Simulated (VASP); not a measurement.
HfN:

```
Hf N
1.0
     3.08543    0.00000    0.00000
    -1.54272    2.67206    0.00000
     0.00000    0.00000    2.89086
Hf N
1 1
Direct
  0.00000 0.00000 0.00000
  0.66667 0.33333 0.50000
```

Base run:

- Program: VASP 6.6.1
- Functional: r2SCAN
- Potentials or basis: VASP PAW PBE potentials, release 64 (Hf_pv, N)
- Cutoff: 520 eV
- k mesh: 12 × 12 × 12
- Occupations: gaussian, width 0.05 eV
- Spin: no spin polarisation

Its results: band gap on the k mesh zero (an odd number of electrons rules out a gap without spin polarisation); pressure -2.2 GPa.

The run is repeated on the same cell with these changes: functional from r2SCAN to PBE. What comes out?

Band gap on the k mesh zero (an odd number of electrons rules out a gap without spin polarisation); pressure 2.0 GPa.

Caveats: spin-orbit coupling is left out, which moves the levels of the heavy elements; the PAW data sets were made with another functional, which shifts forces and pressure a little (at least some runs).
